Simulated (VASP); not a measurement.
# Rh (I4/mmm) in VASP: further runs

Rh is run at these levels: PBEsol; tasks: single point.

Everything below comes from runs of VASP 6.6.1. Logs are shortened: lines on timing, memory, paths and dates and some standing lists are left out, and cuts for length are marked.

### 1 The cell of the first run

The structure is tetragonal, space group I4/mmm (No. 139). Conventional cell: a = 2.673 Å, b = 2.673 Å, c = 3.685 Å, α = 90.00°, β = 90.00°, γ = 90.00°. Within 3.5 Å of Rh (site symmetry 4/mmm) lie 12 Rh at 2.64 to 2.67 Å.

### 2 Single point, PBEsol (strain -0.0250 x Voigt [0, 1, 0, 0, 0, 0])

INCAR reads:

```
SYSTEM = Rh
PREC     = Accurate       ! precision mode
ENCUT    = 520            ! plane-wave cutoff, eV
EDIFF    = 1E-7           ! SCF threshold, eV
ISMEAR   = 0              ! smearing method
SIGMA    = 0.15           ! smearing width, eV
LREAL    = .FALSE.        ! projectors in reciprocal space
LASPH    = .TRUE.         ! aspherical terms in the spheres
NELM     = 80             ! most SCF steps
ALGO     = Fast           ! electronic algorithm
ISIF     = 2              ! what is computed and relaxed
LWAVE    = .FALSE.        ! write WAVECAR
LCHARG   = .FALSE.        ! write CHGCAR
GGA      = PS             ! functional
NBANDS   = 14             ! bands
```

KPOINTS reads:

```
regular mesh
0
G
  28 28 28
  0 0 0
```

POSCAR reads:

```
Rh
1.0
    0.0000000000      1.8427466658      1.8899965803
    1.8899965803      0.0000000000      1.8899965803
    1.8899965803      1.8427466658      0.0000000000
Rh
1
Direct
    0.0000000000      0.0000000000      0.0000000000
```

Potentials or basis: VASP PAW PBE potentials, release 64 (Rh_pv).

Command:

```sh
$ cat potpaw_PBE.64/Rh_pv/POTCAR > POTCAR
$ mpirun -np 1 vasp_std > vasp.out
```

OUTCAR:

```text
SYSTEM = Rh
   PREC = Accurate
   ENCUT = 520
   EDIFF = 1E-7
   ISMEAR = 0
   LREAL = .FALSE.
   LASPH = .TRUE.
   NELM = 80
   ISIF = 2
   GGA = PS

 ion  position               nearest neighbor table
   1  0.000  0.000  0.000-

  LATTYP: Found a body centered tetragonal cell.
 ALAT       =     2.6728587967
 C/A-ratio  =     1.3788582233

  Lattice vectors:

 A1 = (   0.0000000000,  -1.8427466658,   1.8899965803)
 A2 = (   0.0000000000,  -1.8427466658,  -1.8899965803)
 A3 = (   1.8899965803,   1.8427466658,   0.0000000000)

Analysis of symmetry for initial positions (statically):
=====================================================================
 Subroutine PRICEL returns:
 Original cell was already a primitive cell.

 Routine SETGRP: Setting up the symmetry group for a
 body centered tetragonal supercell.

 Subroutine GETGRP returns: Found 16 space group operations
 (whereof 16 operations were pure point group operations)
 out of a pool of 16 trial point group operations.

The static configuration has the point symmetry D_4h.

Analysis of symmetry for dynamics (positions and initial velocities):
=====================================================================
 Subroutine PRICEL returns:
 Original cell was already a primitive cell.

 Routine SETGRP: Setting up the symmetry group for a
 body centered tetragonal supercell.

 Subroutine GETGRP returns: Found 16 space group operations
 (whereof 16 operations were pure point group operations)
 out of a pool of 16 trial point group operations.

The dynamic configuration has the point symmetry D_4h.

 Subroutine INISYM returns: Found 16 space group operations
 (whereof 16 operations are pure point group operations),
 and found     1 'primitive' translations

----------------------------------------------------------------------------------------

                                     Primitive cell

  volume of cell :      13.1649

  direct lattice vectors                    reciprocal lattice vectors
     0.000000000  1.842746666  1.889996580    -0.264550743  0.271334096  0.264550743
     1.889996580  0.000000000  1.889996580     0.264550743 -0.271334096  0.264550743
     1.889996580  1.842746666  0.000000000     0.264550743  0.271334096 -0.264550743

  length of vectors
     2.639659514  2.672858797  2.639659514     0.462164887  0.462164887  0.462164887

  position of ions in fractional coordinates (direct lattice)
     0.000000000  0.000000000  0.000000000

[... 84 lines left out ...]
   TEBEG  =    0.0;   TEEND  =   0.0 temperature during run
   PSTRESS=    0.0 pullay stress
   NELECT =      15.0000    total number of electrons
   NUPDOWN=      -1.0000    fix difference up-down
   EMIN   =  10.00;   EMAX   =-10.00  energy-range for DOS
   EFERMI =   0.00;   METHOD = LEGACY
   ISMEAR =     0;   SIGMA  =   0.15  broadening in eV -4-tet -1-fermi 0-gaus
   EFERMI_NEDOS =   21; number of points for ismear=-14 and -15
   IALGO  =     68    algorithm
   IMIX   =      4    mixing-type and parameters
     AMIX     =   0.40;   BMIX     =  1.00
     AMIX_MAG =   1.60;   BMIX_MAG =  1.00
  volume/ion in A,a.u.               =      13.16        88.84
  Fermi-wavevector in a.u.,A,eV,Ry     =   1.709882  3.231208 39.779285  2.923695
  Thomas-Fermi vector in A             =   2.788283
   LORBIT       =      0    0 simple, 1 ext, 2 COOP (PROOUT), +10 PAW based schemes
   GGA     = PS    functional components
   LHFCALC =     F    Hartree Fock is set to
   AEXX    =    0.0000 exact exchange contribution
   IVDW    =     0    specifies the selected vdW correction
   LEPSILON=     F    determine dielectric tensor
   LRPA    =     F    only Hartree local field effects (RPA)
 non-spin polarized calculation
 RMM-DIIS sequential band-by-band and
 Gauss-broadening in eV      SIGMA  =   0.15
  energy-cutoff  :      520.00
  volume of cell :       13.16
 maximum number of plane-waves:       370
   NGX =  9   NGY =  9   NGZ =  9

 number of electron      15.0000002 magnetization

 Free energy of the ion-electron system (eV)
  ---------------------------------------------------
  ext. energy  EPLUGINS =         0.00000000
  ---------------------------------------------------
  free energy    TOTEN  =        -8.13186167 eV

  energy without entropy =       -8.11819895  energy(sigma->0) =       -8.12503031

 E-fermi :  12.5692     XC(G=0): -14.4995

 val. band max:       12.5689444531   @ k =   0.1071   0.3214   0.0714
 cond. band min:      12.5697705316   @ k =   0.1429   0.3929   0.0357
 fundamental gap:      0.0008260785
 Fermi energy:        12.5691551448

 k-point     1 :       0.0000    0.0000    0.0000
  band No.  band energies     occupation
      1     -33.8442      2.00000
      2     -33.8442      2.00000
      3     -33.8277      2.00000
      4       4.1911      2.00000
      5       9.1687      2.00000
      6       9.1687      2.00000
      7       9.4525      2.00000
      8      11.3416      2.00000
      9      11.6917      2.00000
     10      28.4732      0.00000
     11      32.8128      0.00000
     12      33.8836      0.00000
     13      33.8836      0.00000
     14      34.7386      0.00000
[... 377 lines left out ...]
      1     -34.4281      2.00000
      2     -33.9369      2.00000
      3     -33.9097      2.00000
      4       6.2657      2.00000
      5       9.3539      2.00000
      6       9.6984      2.00000
      7       9.8279      2.00000
      8      12.0534      2.00000
      9      12.3076      1.98632
     10      26.1389      0.00000
     11      29.6978      0.00000
     12      32.8153      0.00000
     13      36.3617      0.00000
     14      37.4330      0.00000

 [... further k-points ...]

------------------------ aborting loop because EDIFF is reached ----------------------------------------

  FORCE on cell =-STRESS in cart. coord.  units (eV):
  Direction    XX          YY          ZZ          XY          YZ          ZX
  --------------------------------------------------------------------------------------
  -------------------------------------------------------------------------------------
  Total        0.4738024      1.0458279      0.4738024      0.0000000     -0.0000000      0.0000000
  in kB       57.6620656    127.2779361     57.6620656      0.0000000     -0.0000000      0.0000000
  external PRESSURE =      80.8673558 kB  Pullay stress =       0.0000000 kB

 VOLUME and BASIS-vectors are now :
 -----------------------------------------------------------------------------
  energy-cutoff  :      520.00
  volume of cell :       13.16
      direct lattice vectors                 reciprocal lattice vectors
     0.000000000  1.842746666  1.889996580    -0.264550743  0.271334096  0.264550743
     1.889996580  0.000000000  1.889996580     0.264550743 -0.271334096  0.264550743
     1.889996580  1.842746666  0.000000000     0.264550743  0.271334096 -0.264550743

 POSITION                                       TOTAL-FORCE (eV/Angst)
 -----------------------------------------------------------------------------------
      0.00000      0.00000      0.00000         0.000000      0.000000     -0.000000
 -----------------------------------------------------------------------------------
    total drift:                               -0.000000     -0.000000     -0.000000

  FREE ENERGIE OF THE ION-ELECTRON SYSTEM (eV)
  ---------------------------------------------------
  free  energy   TOTEN  =        -8.1318616715 eV

  energy  without entropy=       -8.1181989506  energy(sigma->0) =       -8.12503031
```

stdout:

```text
POSCAR found type information on POSCAR Rh
 POSCAR found :  1 types and       1 ions
 scaLAPACK will be used
 -----------------------------------------------------------------------------
|                                                                             |
|                                                                             |
|     You enforced a specific xc type in the INCAR file but a different       |
[... 20 lines left out ...]
WARNING in EDDRMM: call to ZHEGV failed, returncode =   8  4     14
WARNING in EDDRMM: call to ZHEGV failed, returncode =   8  4     12
WARNING in EDDRMM: call to ZHEGV failed, returncode =   8  4     13
WARNING in EDDRMM: call to ZHEGV failed, returncode =   8  4     13
WARNING in EDDRMM: call to ZHEGV failed, returncode =   8  4     13
WARNING in EDDRMM: call to ZHEGV failed, returncode =   8  4     13
WARNING in EDDRMM: call to ZHEGV failed, returncode =   8  4     14
```

Run time: 2.1 min. Hardware: 1 thread of AMD EPYC 9R45 (Zen 5), shared host; peak memory 0.33 GiB.

What came out:

| Property | Result |
| --- | --- |
| Free energy | -8.1319 eV |
| Pressure | 8.1 GPa |
| Band gap on the k mesh | zero (an odd number of electrons rules out a gap without spin polarisation) |

Stress tensor (GPa, compression positive):
```
 5.77  0.00  0.00
 0.00 12.73  0.00
 0.00  0.00  5.77
```

Caveat: the cell differs from its parent crystal (strain -0.0250 x Voigt [0, 1, 0, 0, 0, 0]); the stress differs along the axes, from 6 to 13 GPa; the PAW data sets were made with another functional, which shifts forces and pressure a little.

### 3 Single point, PBEsol (strain +0.0250 x Voigt [0, 1, 0, 0, 0, 0])

INCAR reads:

```
ALGO = Fast
EDIFF = 1E-7
ENCUT = 520
GGA = PS
ISIF = 2
ISMEAR = 0
LASPH = T
LCHARG = T
LELF = T
LREAL = F
LVHAR = T
LWAVE = F
NBANDS = 14
NELM = 80
PREC = Accurate
SIGMA = 0.15
```

KPOINTS reads:

```
k-points
0
Gamma
  28 28 28
```

POSCAR reads:

```
Rh
1.0
    0.0000000000      1.9372464948      1.8899965803
    1.8899965803      0.0000000000      1.8899965803
    1.8899965803      1.9372464948      0.0000000000
Rh
1
Direct
    0.0000000000      0.0000000000      0.0000000000
```

Potentials or basis: VASP PAW PBE potentials, release 64 (Rh_pv).

Command:

```sh
$ cat potpaw_PBE.64/Rh_pv/POTCAR > POTCAR
$ mpirun -np 1 vasp_std > vasp.out
```

OUTCAR:

```text
EDIFF = 1E-7
   ENCUT = 520
   GGA = PS
   ISIF = 2
   ISMEAR = 0
   LASPH = T
   LREAL = F
   NELM = 80
   PREC = Accurate

 ion  position               nearest neighbor table
   1  0.000  0.000  0.000-

  LATTYP: Found a body centered tetragonal cell.
 ALAT       =     2.6728587967
 C/A-ratio  =     1.4495689014

  Lattice vectors:

 A1 = (   0.0000000000,  -1.9372464948,   1.8899965803)
 A2 = (   0.0000000000,  -1.9372464948,  -1.8899965803)
 A3 = (   1.8899965803,   1.9372464948,   0.0000000000)

Analysis of symmetry for initial positions (statically):
=====================================================================
 Subroutine PRICEL returns:
 Original cell was already a primitive cell.

 Routine SETGRP: Setting up the symmetry group for a
 body centered tetragonal supercell.

 Subroutine GETGRP returns: Found 16 space group operations
 (whereof 16 operations were pure point group operations)
 out of a pool of 16 trial point group operations.

The static configuration has the point symmetry D_4h.

Analysis of symmetry for dynamics (positions and initial velocities):
=====================================================================
 Subroutine PRICEL returns:
 Original cell was already a primitive cell.

 Routine SETGRP: Setting up the symmetry group for a
 body centered tetragonal supercell.

 Subroutine GETGRP returns: Found 16 space group operations
 (whereof 16 operations were pure point group operations)
 out of a pool of 16 trial point group operations.

The dynamic configuration has the point symmetry D_4h.

 Subroutine INISYM returns: Found 16 space group operations
 (whereof 16 operations are pure point group operations),
 and found     1 'primitive' translations

----------------------------------------------------------------------------------------

                                     Primitive cell

  volume of cell :      13.8400

[... 114 lines left out ...]
   IVDW    =     0    specifies the selected vdW correction
   LEPSILON=     F    determine dielectric tensor
   LRPA    =     F    only Hartree local field effects (RPA)
 non-spin polarized calculation
 RMM-DIIS sequential band-by-band and
 Gauss-broadening in eV      SIGMA  =   0.15
  energy-cutoff  :      520.00
  volume of cell :       13.84
 maximum number of plane-waves:       386
   NGX =  9   NGY =  9   NGZ =  9

 number of electron      15.0000004 magnetization

 Free energy of the ion-electron system (eV)
  ---------------------------------------------------
  ext. energy  EPLUGINS =         0.00000000
  ---------------------------------------------------
  free energy    TOTEN  =        -8.13368420 eV

  energy without entropy =       -8.11880493  energy(sigma->0) =       -8.12624456

 E-fermi :  11.6310     XC(G=0): -14.1755

 val. band max:       11.6304193544   @ k =   0.2857   0.0000   0.2857
 cond. band min:      11.6315636482   @ k =   0.3214   0.2143   0.0357
 fundamental gap:      0.0011442937
 Fermi energy:        11.6309600876

 k-point     1 :       0.0000    0.0000    0.0000
  band No.  band energies     occupation
      1     -34.7001      2.00000
      2     -34.6853      2.00000
      3     -34.6853      2.00000
      4       3.6286      2.00000
      5       8.3923      2.00000
      6       8.6620      2.00000
      7       8.6620      2.00000
      8      10.4918      2.00000
      9      10.8195      2.00000
     10      27.5830      0.00000
     11      32.0190      0.00000
     12      32.4924      0.00000
     13      33.2380      0.00000
     14      33.2380      0.00000
[... 377 lines left out ...]
      1     -35.1880      2.00000
      2     -34.7788      2.00000
      3     -34.7459      2.00000
      4       5.7027      2.00000
      5       8.7035      2.00000
      6       8.9371      2.00000
      7       9.0790      2.00000
      8      11.1636      1.99999
      9      11.3907      1.97652
     10      24.7401      0.00000
     11      28.5991      0.00000
     12      32.0206      0.00000
     13      34.5816      0.00000
     14      36.0499      0.00000

 [... further k-points ...]

------------------------ aborting loop because EDIFF is reached ----------------------------------------

  FORCE on cell =-STRESS in cart. coord.  units (eV):
  Direction    XX          YY          ZZ          XY          YZ          ZX
  --------------------------------------------------------------------------------------
  -------------------------------------------------------------------------------------
  Total       -0.4064125     -0.9363683     -0.4064125      0.0000000      0.0000000      0.0000000
  in kB      -47.0479547   -108.3977758    -47.0479547      0.0000000      0.0000000      0.0000000
  external PRESSURE =     -67.4978950 kB  Pullay stress =       0.0000000 kB

 VOLUME and BASIS-vectors are now :
 -----------------------------------------------------------------------------
  energy-cutoff  :      520.00
  volume of cell :       13.84
      direct lattice vectors                 reciprocal lattice vectors
     0.000000000  1.937246495  1.889996580    -0.264550743  0.258098286  0.264550743
     1.889996580  0.000000000  1.889996580     0.264550743 -0.258098286  0.264550743
     1.889996580  1.937246495  0.000000000     0.264550743  0.258098286 -0.264550743

 POSITION                                       TOTAL-FORCE (eV/Angst)
 -----------------------------------------------------------------------------------
      0.00000      0.00000      0.00000         0.000000      0.000000      0.000000
 -----------------------------------------------------------------------------------
    total drift:                               -0.000000     -0.000000     -0.000000

  FREE ENERGIE OF THE ION-ELECTRON SYSTEM (eV)
  ---------------------------------------------------
  free  energy   TOTEN  =        -8.1336841993 eV

  energy  without entropy=       -8.1188049255  energy(sigma->0) =       -8.12624456
```

stdout:

```text
POSCAR found type information on POSCAR Rh
 POSCAR found :  1 types and       1 ions
 scaLAPACK will be used
 -----------------------------------------------------------------------------
|                                                                             |
|                                                                             |
|     You enforced a specific xc type in the INCAR file but a different       |
[... 28 lines left out ...]
WARNING in EDDRMM: call to ZHEGV failed, returncode =   6  3     14
WARNING in EDDRMM: call to ZHEGV failed, returncode =   8  4     14
WARNING in EDDRMM: call to ZHEGV failed, returncode =   8  4     12
WARNING in EDDRMM: call to ZHEGV failed, returncode =   8  4     13
WARNING in EDDRMM: call to ZHEGV failed, returncode =   6  3     13
WARNING in EDDRMM: call to ZHEGV failed, returncode =   6  3     13
WARNING in EDDRMM: call to ZHEGV failed, returncode =   6  3     14
```

It took 2.1 min on 1 thread of AMD EPYC 9R45 (Zen 5), shared host; peak memory 0.34 GiB.

Results:

* Free energy: -8.1337 eV
* Pressure: -6.7 GPa
* Band gap on the k mesh: zero (an odd number of electrons rules out a gap without spin polarisation)

Stress tensor (GPa, compression positive):
```
 -4.70   0.00   0.00
  0.00 -10.84   0.00
  0.00   0.00  -4.70
```

Caveat: the cell differs from its parent crystal (strain +0.0250 x Voigt [0, 1, 0, 0, 0, 0]); the stress differs along the axes, from -11 to -5 GPa; the PAW data sets were made with another functional, which shifts forces and pressure a little.

### 4 Single point, PBEsol (strain +0.0500 x Voigt [0, 1, 0, 0, 0, 0])

INCAR reads:

```
ALGO = Fast ; EDIFF = 1E-6
ENCUT = 520 ; GGA = PS
ISIF = 2 ; ISMEAR = 0
LASPH = True ; LCHARG = False
LREAL = False ; LWAVE = False
NBANDS = 14 ; NELM = 60
PREC = Accurate ; SIGMA = 0.15
```

KPOINTS is that of step 3.

POSCAR reads:

```
Rh
1.0
    0.0000000000      1.9844964093      1.8899965803
    1.8899965803      0.0000000000      1.8899965803
    1.8899965803      1.9844964093      0.0000000000
Rh
1
Direct
    0.0000000000      0.0000000000      0.0000000000
```

Command:

```sh
$ cat potpaw_PBE.64/Rh_pv/POTCAR > POTCAR
$ mpirun -np 1 vasp_std > vasp.out
```

Run time: 1.7 min. Hardware: 1 thread of AMD EPYC 9R45 (Zen 5), shared host; peak memory 0.35 GiB.

The run converged. Its results:

```yaml
Free_energy: -8.1013 eV
Pressure: -12.4 GPa
Band_gap_on_the_k_mesh: zero (an odd number of electrons rules out a gap without spin polarisation)
```

Stress tensor (GPa, compression positive):
```
 -8.60   0.00   0.00
  0.00 -19.97   0.00
  0.00   0.00  -8.60
```

Levels at points of the mesh, in eV from the Fermi level:
| k point | band 3 | band 4 | band 5 | band 6 | band 7 | band 8 | band 9 | band 10 | band 11 | band 12 |
| --- | --- | --- | --- | --- | --- | --- | --- | --- | --- | --- |
| (0.00, 0.00, 0.00) | -46.26 | -7.82 | -3.28 | -2.76 | -2.76 | -1.26 | -0.63 | 16.00 | 20.32 | 20.47 |
| (0.50, 0.00, 0.00) | -46.33 | -5.91 | -3.26 | -2.75 | 0.43 | 0.67 | 0.70 | 8.30 | 15.39 | 20.47 |
| (0.50, 0.50, 0.00) | -46.51 | -6.06 | -5.69 | 0.50 | 0.72 | 1.18 | 3.49 | 12.30 | 12.55 | 13.02 |
| (0.50, 0.00, 0.50) | -46.47 | -6.05 | -5.68 | 0.57 | 0.91 | 0.91 | 2.49 | 10.96 | 13.66 | 13.66 |

Caveat: the cell differs from its parent crystal (strain +0.0500 x Voigt [0, 1, 0, 0, 0, 0]); the stress differs along the axes, from -20 to -9 GPa; the PAW data sets were made with another functional, which shifts forces and pressure a little.

### 5 The runs side by side

| cell | further INCAR settings | gap on the mesh (eV) | pressure (GPa) |
| --- | --- | --- | --- |
| a = 2.640, b = 2.673 Å, angles 59.6, 60.8, 59.6°, 1 atom | ALGO = Fast; EDIFF = 1e-07; NBANDS = 14 | none | 8.1 |
| a = 2.706, b = 2.673 Å, angles 60.4, 59.2, 60.4°, 1 atom | ALGO = Fast; EDIFF = 1e-07; NBANDS = 14 | none | -6.7 |
| a = 2.740, b = 2.673 Å, angles 60.8, 58.4, 60.8°, 1 atom | ALGO = Fast; EDIFF = 1e-06; NBANDS = 14 | none | -12.4 |

Alike in all rows: task single point; level PBEsol; potentials or basis VASP PAW PBE potentials, release 64 (Rh_pv); no spin polarisation; k mesh 28 × 28 × 28; cutoff (eV) 520; smearing gaussian 0.15 eV.

Caveats: the PAW data sets were made with another functional, which shifts forces and pressure a little; the stress differs along the axes, from 6 to 13 GPa (at least some runs); the stress differs along the axes, from -11 to -5 GPa (at least some runs); the stress differs along the axes, from -20 to -9 GPa (at least some runs).

Absolute energies hang on the potentials; compare differences alone.
